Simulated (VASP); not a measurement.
# Na3H2 (P-4m2) in VASP: further runs

Na3H2 is run at these levels: PBE; tasks: relaxation of cell and atoms.

Everything below comes from runs of VASP 6.6.1. Logs are shortened: lines on timing, memory, paths and dates and some standing lists are left out, and cuts for length are marked.

### 1 The cell of the first run

The structure is tetragonal, space group P-4m2 (No. 115). The conventional cell has a = 4.414 Å, b = 4.414 Å, c = 6.242 Å, α = 90.00°, β = 90.00°, γ = 90.00°. Within 3.6 Å of Na (site symmetry -4m2) lie 4 H at 2.70 Å and 2 Na at 3.12 Å. Na (site symmetry -4m2) has 4 H at 2.70 Å and 4 Na at 3.12 Å within 3.6 Å. Within 3.6 Å of Na (site symmetry -4m2) lie 4 H at 2.70 Å and 6 Na at 3.12 Å. Within 3.6 Å of H (site symmetry 2mm) lie 6 Na at 2.70 Å.

### 2 Relaxation of cell and atoms, PBE (atoms taken out)

The input, INCAR:

```
SYSTEM = Na3H2
PREC = Accurate
ENCUT = 600
EDIFF = 1E-6
ISMEAR = 0
SIGMA = 0.1
LREAL = .FALSE.
LASPH = .TRUE.
NELM = 60
ALGO = Normal
ISIF = 3
LWAVE = .FALSE.
LCHARG = .FALSE.
GGA = PE
IBRION = 2
NSW = 100
EDIFFG = -0.01
```

The input, KPOINTS:

```
regular mesh
0
G
  8 8 6
  0 0 0
```

The input, POSCAR:

```
Na3H2
1.0
    4.4139805200      0.0000000000      0.0000000000
    0.0000000000      4.4139805200      0.0000000000
    0.0000000000      0.0000000000      6.2423111100
Na H
3 2
Direct
    0.0000000000      0.0000000000      0.0000000000
    0.5000000000      0.5000000000      0.5000000000
    0.0000000000      0.0000000000      0.5000000000
    0.5000000000      0.0000000000      0.7500000000
    0.0000000000      0.5000000000      0.2500000000
```

Potentials or basis: VASP PAW PBE potentials, release 64 (Na_pv, H).

Launch:

```console
cat potpaw_PBE.64/Na_pv/POTCAR potpaw_PBE.64/H/POTCAR > POTCAR
mpirun -np 1 vasp_std > vasp.out
```

OUTCAR:

```text
SYSTEM = Na3H2
   PREC = Accurate
   ENCUT = 600
   EDIFF = 1E-6
   ISMEAR = 0
   LREAL = .FALSE.
   LASPH = .TRUE.
   NELM = 60
   ISIF = 3
   GGA = PE
   IBRION = 2
   NSW = 100
   EDIFFG = -0.01

 ion  position               nearest neighbor table
   1  0.000  0.000  0.000-
   2  0.500  0.500  0.500-
   3  0.000  0.000  0.500-
   4  0.500  0.000  0.750-
   5  0.000  0.500  0.250-

  LATTYP: Found a simple tetragonal cell.
 ALAT       =     4.4139805200
 C/A-ratio  =     1.4142135611

  Lattice vectors:

 A1 = (   4.4139805200,   0.0000000000,   0.0000000000)
 A2 = (   0.0000000000,   4.4139805200,   0.0000000000)
 A3 = (   0.0000000000,   0.0000000000,   6.2423111100)

Analysis of symmetry for initial positions (statically):
=====================================================================
 Subroutine PRICEL returns:
 Original cell was already a primitive cell.

 Routine SETGRP: Setting up the symmetry group for a
 simple tetragonal supercell.

 Subroutine GETGRP returns: Found  8 space group operations
 (whereof  8 operations were pure point group operations)
 out of a pool of 16 trial point group operations.

The static configuration has the point symmetry D_2d.

Analysis of symmetry for dynamics (positions and initial velocities):
=====================================================================
 Subroutine PRICEL returns:
 Original cell was already a primitive cell.

 Routine SETGRP: Setting up the symmetry group for a
 simple tetragonal supercell.

 Subroutine GETGRP returns: Found  8 space group operations
 (whereof  8 operations were pure point group operations)
 out of a pool of 16 trial point group operations.

The dynamic configuration has the point symmetry D_2d.

 Subroutine INISYM returns: Found  8 space group operations
 (whereof  8 operations are pure point group operations),
 and found     1 'primitive' translations

----------------------------------------------------------------------------------------

                                     Primitive cell

  volume of cell :     121.6203

  direct lattice vectors                    reciprocal lattice vectors
     4.413980520  0.000000000  0.000000000     0.226552880  0.000000000  0.000000000
     0.000000000  4.413980520  0.000000000     0.000000000  0.226552880  0.000000000
     0.000000000  0.000000000  6.242311110     0.000000000  0.000000000  0.160197078

  length of vectors
     4.413980520  4.413980520  6.242311110     0.226552880  0.226552880  0.160197078

  position of ions in fractional coordinates (direct lattice)
     0.000000000  0.000000000  0.000000000
     0.500000000  0.500000000  0.500000000
     0.000000000  0.000000000  0.500000000
     0.500000000  0.000000000  0.750000000
     0.000000000  0.500000000  0.250000000

  ion indices of the primitive-cell ions
   primitive index   ion index
                 1           1
                 2           2
                 3           3
                 4           4
                 5           5

----------------------------------------------------------------------------------------

 KPOINTS: regular mesh

Automatic generation of k-mesh.
 Grid dimensions read from file:
 generate k-points for:    8    8    6

 Generating k-lattice:

  Cartesian coordinates                     Fractional coordinates (reciprocal lattice)
     0.028319110  0.000000000  0.000000000     0.125000000  0.000000000  0.000000000
     0.000000000  0.028319110  0.000000000     0.000000000  0.125000000  0.000000000
     0.000000000  0.000000000  0.026699513     0.000000000  0.000000000  0.166666667

  Length of vectors
     0.028319110  0.028319110  0.026699513

  Shift w.r.t. Gamma in fractional coordinates (k-lattice)
     0.000000000  0.000000000  0.000000000

 Subroutine IBZKPT returns following result:
 ===========================================

 Found     60 irreducible k-points:

 Following reciprocal coordinates:
            Coordinates               Weight
  0.000000  0.000000  0.000000      1.000000
  0.125000  0.000000  0.000000      4.000000
  0.250000  0.000000  0.000000      4.000000
  0.375000  0.000000  0.000000      4.000000
  0.500000  0.000000  0.000000      2.000000
  0.125000  0.125000  0.000000      4.000000
[... 16 lines left out ...]
  0.375000  0.125000  0.166667     16.000000
  0.500000  0.125000  0.166667      8.000000
 [... further k-points ...]
   k-points           NKPTS =     60   k-points in BZ     NKDIM =     60   number of bands    NBANDS=     15
   number of dos      NEDOS =    301   number of ions     NIONS =      5
   total plane-waves  NPLWV =  64800
   dimension x,y,z NGX =    36 NGY =   36 NGZ =   50
   dimension x,y,z NGXF=    72 NGYF=   72 NGZF=  100
   ions per type =               3   2
   NGX,Y,Z   is equivalent  to a cutoff of  13.56, 13.56, 13.32 a.u.
   NGXF,Y,Z  is equivalent  to a cutoff of  27.12, 27.12, 26.63 a.u.
 SYSTEM =  Na3H2
   PREC   = accura    normal or accurate (medium, high low for compatibility)
   ISTART =      0    job   : 0-new  1-cont  2-samecut
   ICHARG =      2    charge: 1-file 2-atom 10-const
   ISPIN  =      1    spin polarized calculation?
   LNONCOLLINEAR =      F non collinear calculations
   LSORBIT =      F    spin-orbit coupling
   LASPH  =      T    aspherical Exc in radial PAW
   ENCUT  =  600.0 eV  44.10 Ry    6.64 a.u.   8.82  8.82 12.47*2*pi/ulx,y,z
   NELM   =     60;   NELMIN=  2; NELMDL= -5     # of ELM steps
   EDIFF  = 0.1E-05   stopping-criterion for ELM
   LREAL  =      F    real-space projection
   EDIFFG = -.1E-01   stopping-criterion for IOM
   NSW    =    100    number of steps for IOM
   IBRION =      2    ionic relax: 0-MD 1-quasi-New 2-CG
   NFREE  =      1    steps in history (QN), initial steepest desc. (CG)
   ISIF   =      3    stress and relaxation
   ISYM   =      2    0-nonsym 1-usesym 2-fastsym
   POTIM  = 0.5000    time-step for ionic-motion
   TEBEG  =    0.0;   TEEND  =   0.0 temperature during run
   PSTRESS=    0.0 pullay stress
   NELECT =      23.0000    total number of electrons
   NUPDOWN=      -1.0000    fix difference up-down
   EMIN   =  10.00;   EMAX   =-10.00  energy-range for DOS
   EFERMI =   0.00;   METHOD = LEGACY
   ISMEAR =     0;   SIGMA  =   0.10  broadening in eV -4-tet -1-fermi 0-gaus
   EFERMI_NEDOS =   21; number of points for ismear=-14 and -15
   IALGO  =     38    algorithm
   IMIX   =      4    mixing-type and parameters
     AMIX     =   0.40;   BMIX     =  1.00
     AMIX_MAG =   1.60;   BMIX_MAG =  1.00
  volume/ion in A,a.u.               =      24.32       164.15
  Fermi-wavevector in a.u.,A,eV,Ry     =   0.939684  1.775746 12.014037  0.883007
  Thomas-Fermi vector in A             =   2.067021
   LORBIT       =      0    0 simple, 1 ext, 2 COOP (PROOUT), +10 PAW based schemes
   GGA     = PE    functional components
   LHFCALC =     F    Hartree Fock is set to
   AEXX    =    0.0000 exact exchange contribution
   IVDW    =     0    specifies the selected vdW correction
   LEPSILON=     F    determine dielectric tensor
   LRPA    =     F    only Hartree local field effects (RPA)
 conjugate gradient relaxation of ions
 non-spin polarized calculation
 Gauss-broadening in eV      SIGMA  =   0.10
  energy-cutoff  :      600.00
  volume of cell :      121.62
 maximum number of plane-waves:      4129
 NGX is ok and might be reduce to    36
   NGX = 17   NGY = 17   NGZ = 25

--------------------------------------- Ionic step        1  -------------------------------------------

 number of electron      23.0000014 magnetization

 Free energy of the ion-electron system (eV)
  ---------------------------------------------------
  ext. energy  EPLUGINS =         0.00000000
  ---------------------------------------------------
  free energy    TOTEN  =        -9.58302342 eV

  energy without entropy =       -9.56793548  energy(sigma->0) =       -9.57547945

------------------------ aborting loop because EDIFF is reached ----------------------------------------

  FORCE on cell =-STRESS in cart. coord.  units (eV):
  Direction    XX          YY          ZZ          XY          YZ          ZX
  --------------------------------------------------------------------------------------
  -------------------------------------------------------------------------------------
  Total       -1.1618533     -1.1618533     -1.0257057      0.0000000      0.0000000      0.0000000
  in kB      -15.3057867    -15.3057867    -13.5122324      0.0000000      0.0000000      0.0000000
  external PRESSURE =     -14.7079352 kB  Pullay stress =       0.0000000 kB
[... 98 lines left out ...]
  FREE ENERGIE OF THE ION-ELECTRON SYSTEM (eV)
  ---------------------------------------------------
  free  energy   TOTEN  =        -9.7191400137 eV

  energy  without entropy=       -9.7035265959  energy(sigma->0) =       -9.71133330

 E-fermi :   0.3352     XC(G=0):  -6.5578

 val. band max:        0.3332863494   @ k =   0.5000   0.0000   0.5000
 cond. band min:       0.3475770004   @ k =   0.3750   0.2500   0.3333
 fundamental gap:      0.0142906511
 Fermi energy:         0.3351856839

 k-point     1 :       0.0000    0.0000    0.0000
  band No.  band energies     occupation
      1     -25.4579      2.00000
      2     -25.3929      2.00000
      3     -25.3929      2.00000
      4     -24.2292      2.00000
      5     -24.1112      2.00000
      6     -24.1112      2.00000
      7     -23.9079      2.00000
      8     -23.8269      2.00000
      9     -23.8269      2.00000
     10      -4.7617      2.00000
     11      -1.7213      2.00000
     12      -0.1590      2.00000
     13       1.3052      0.00000
     14       4.9281      0.00000
[... 403 lines left out ...]
      4     -24.2284      2.00000
      5     -24.1100      2.00000
      6     -24.1021      2.00000
      7     -23.9082      2.00000
      8     -23.8467      2.00000
      9     -23.8385      2.00000
     10      -3.1372      2.00000
     11      -3.0675      2.00000
     12       1.0454      0.00000
     13       1.3137      0.00000
     14       3.1411      0.00000
     15       3.6076      0.00000

 [... further k-points ...]

[... ionic steps 4 to 19 ...]

--------------------------------------- Ionic step       20  -------------------------------------------

 number of electron      22.9999986 magnetization

------------------------ aborting loop because EDIFF is reached ----------------------------------------
[... 73 lines left out ...]
--------------------------------------- Ionic step       22  -------------------------------------------

 number of electron      22.9999974 magnetization

 Free energy of the ion-electron system (eV)
  ---------------------------------------------------
  ext. energy  EPLUGINS =         0.00000000
  ---------------------------------------------------
  free energy    TOTEN  =       -10.46106169 eV

  energy without entropy =      -10.45687974  energy(sigma->0) =      -10.45897072

 E-fermi :  -0.5367     XC(G=0):  -5.8385

 val. band max:       -0.5634940374   @ k =   0.3750   0.0000   0.1667
 cond. band min:      -0.4876574608   @ k =   0.3750   0.2500   0.5000
 fundamental gap:      0.0758365766
 Fermi energy:        -0.5366526798

 k-point     1 :       0.0000    0.0000    0.0000
  band No.  band energies     occupation
      1     -26.3137      2.00000
      2     -26.2836      2.00000
      3     -26.2836      2.00000
      4     -24.6034      2.00000
      5     -24.4917      2.00000
      6     -24.4917      2.00000
      7     -24.4667      2.00000
      8     -24.3524      2.00000
      9     -24.3524      2.00000
     10      -4.8191      2.00000
     11      -1.8262      2.00000
     12      -1.3433      2.00000
     13       0.1032      0.00000
     14       4.3028      0.00000
[... 447 lines left out ...]
  FREE ENERGIE OF THE ION-ELECTRON SYSTEM (eV)
  ---------------------------------------------------
  free  energy   TOTEN  =       -10.4610616870 eV

  energy  without entropy=      -10.4568797449  energy(sigma->0) =      -10.45897072

 reached required accuracy - stopping structural energy minimisation
```

Run time: 15 min. Hardware: 1 thread of Intel Xeon Platinum 8488C (Sapphire Rapids), shared host; peak memory 0.31 GiB.

Results:

- Free energy: -10.4611 eV
- Relaxed volume: 29.03 Å³/atom
- Relaxed cell: a = 4.445 Å, b = 4.445 Å, c = 7.346 Å, α = 90.00°, β = 90.00°, γ = 90.00°
- Space group after relaxing (to 0.1 Å): P-4m2 (No. 115)
- Energy gained by relaxing: 175.6 meV/atom
- Ionic steps: 22
- Pressure after relaxing: 0.0 GPa
- Largest force after relaxing: 0.010 eV/Å
- Band gap on the k mesh: zero (an odd number of electrons rules out a gap without spin polarisation)

Forces in eV/Å, atoms in the order of the input:
```
Na   0.000  0.000  0.000
Na   0.000  0.000  0.000
Na   0.000  0.000  0.000
H    0.000  0.000 -0.010
H    0.000  0.000  0.010
```

Step by step:
| step | energy change (eV) | largest force (eV/Å) | pressure (GPa) | volume (Å³) |
| --- | --- | --- | --- | --- |
| 1 | 0.0000 | 0.3661 | -1.47 | 121.62 |
| 2 | -0.0457 | 0.3654 | -1.22 | 117.73 |
| 3 | -0.1361 | 0.3633 | -0.21 | 106.57 |
| 4 | -0.0112 | 0.2742 | 3.93 | 86.39 |
| 5 | -0.1458 | 0.3585 | 0.48 | 101.73 |
| 6 | -0.1758 | 0.3668 | 0.50 | 101.88 |
| 7 | -0.2662 | 0.3476 | 0.67 | 102.31 |
| 8 | -0.4423 | 0.3380 | 1.19 | 103.17 |
| 9 | -0.6373 | 0.0084 | 2.57 | 104.90 |
| 10 | -0.6697 | 0.0113 | 2.32 | 107.07 |
| 11 | -0.7473 | 0.0133 | 1.57 | 113.73 |
| 12 | -0.8269 | 0.0000 | 0.31 | 127.88 |
| 13 | -0.8328 | 0.0025 | -0.08 | 133.38 |
| 14 | -0.8453 | 0.0005 | 0.00 | 134.41 |
| 15 | -0.8687 | 0.0007 | 0.11 | 137.39 |
| 16 | -0.8664 | 0.0324 | 0.46 | 142.86 |
| 17 | -0.8740 | 0.0129 | 0.28 | 140.30 |
| 18 | -0.8742 | 0.0103 | 0.27 | 139.82 |
| 19 | -0.8775 | 0.0103 | 0.08 | 143.23 |
| 20 | -0.8778 | 0.0096 | -0.09 | 146.46 |
| 21 | -0.8780 | 0.0100 | -0.03 | 145.28 |
| 22 | -0.8780 | 0.0100 | -0.02 | 145.17 |

Final structure:
```yaml
crystal:
  lattice:
    - [4.44525, 0.00000, 0.00000]
    - [0.00000, 4.44525, 0.00000]
    - [0.00000, 0.00000, 7.34649]
  atoms:
    - { symbol: Na, position: [0.00000, 0.00000, 0.00000] }
    - { symbol: Na, position: [0.50000, 0.50000, 0.50000] }
    - { symbol: Na, position: [0.00000, 0.00000, 0.50000] }
    - { symbol: H, position: [0.50000, 0.00000, 0.48755] }
    - { symbol: H, position: [0.00000, 0.50000, 0.51245] }
```

Caveat: the cell differs from its parent crystal (atoms taken out); the volume moved by over 15 % at a fixed basis, so the end points are rough.

### 3 Relaxation of cell and atoms, PBE (atoms taken out)

The input, INCAR:

```
  ALGO = Normal
  EDIFF = 1E-6
  EDIFFG = -0.01
  ENCUT = 600
  GGA = PE
  IBRION = 2
  ISIF = 3
  ISMEAR = 0
  LASPH = True
  LCHARG = False
  LREAL = False
  LWAVE = False
  NELM = 100
  NSW = 100
  PREC = Accurate
  SIGMA = 0.1
```

The input, KPOINTS:

```
k-points
0
Gamma
  8 8 6
```

The input, POSCAR:

```
Na3H2
1.0
    4.3911846439      0.0000000000      0.0000000000
    0.0000000000      4.3911846439      0.0000000000
    0.0000000000      0.0000000000      7.6206876352
Na H
3 2
Direct
    0.0000000000      0.0000000000      0.0000000000
    0.5000000000      0.5000000000      0.5000000000
    0.0000000000      0.0000000000      0.5000000000
    0.5000000000      0.0000000000      0.5509523231
    0.0000000000      0.5000000000      0.4490476769
```

Potentials or basis: VASP PAW PBE potentials, release 64 (Na_pv, H).

Launch:

```console
cat potpaw_PBE.64/Na_pv/POTCAR potpaw_PBE.64/H/POTCAR > POTCAR
mpirun -np 1 vasp_std > vasp.out
```

Wall time 83 s (1 thread of Intel Xeon Platinum 8488C (Sapphire Rapids), shared host); peak memory 0.35 GiB.

Results (log left out):

```yaml
Free_energy: -10.4762 eV
Pressure_after_relaxing: 0.0 GPa
Largest_force_after_relaxing: 0.004 eV/Å
Band_gap_on_the_k_mesh: zero (an odd number of electrons rules out a gap without spin polarisation)
```

Forces in eV/Å, atoms in the order of the input:
```
Na   0.000  0.000  0.000
Na   0.000  0.000  0.000
Na   0.000  0.000  0.000
H    0.000  0.000  0.004
H    0.000  0.000 -0.004
```

Final structure:
```cif
data_structure
_symmetry_space_group_name_H-M 'P 1'
_symmetry_Int_Tables_number 1
_cell_length_a 4.3912
_cell_length_b 4.3912
_cell_length_c 7.6207
_cell_angle_alpha 90.000
_cell_angle_beta 90.000
_cell_angle_gamma 90.000
_cell_volume 146.95
loop_
_atom_site_label
_atom_site_type_symbol
_atom_site_fract_x
_atom_site_fract_y
_atom_site_fract_z
_atom_site_occupancy
Na1 Na 0.00000 0.00000 0.00000 1
Na2 Na 0.50000 0.50000 0.50000 1
Na3 Na 0.00000 0.00000 0.50000 1
H1 H 0.50000 0.00000 0.55095 1
H2 H 0.00000 0.50000 0.44905 1
```

Levels at points of the mesh, in eV from the Fermi level:
```csv
k point,band 7,band 8,band 9,band 10,band 11,band 12,band 13,band 14,band 15
"(0.00, 0.00, 0.00)",-24.07,-23.96,-23.96,-4.36,-1.62,-0.88,0.80,4.97,4.97
"(0.50, 0.00, 0.00)",-24.07,-23.99,-23.99,-2.96,-2.91,0.71,1.06,2.10,2.52
"(0.50, 0.50, 0.00)",-24.07,-23.95,-23.95,-2.42,-2.42,1.48,2.06,2.64,2.64
"(0.00, 0.00, 0.50)",-24.07,-23.96,-23.96,-4.30,-1.93,-0.98,2.23,3.50,5.29
"(0.50, 0.00, 0.50)",-24.07,-23.99,-23.99,-2.92,-2.89,0.25,0.63,3.09,3.64
"(0.50, 0.50, 0.50)",-24.07,-23.95,-23.95,-2.41,-2.41,2.10,2.19,2.19,2.20
```

Caveat: the cell differs from its parent crystal (atoms taken out); the relaxation stopped at its first step, so nothing moved.

The gap in the log of VASP goes by the Fermi energy; the results here count the filled bands.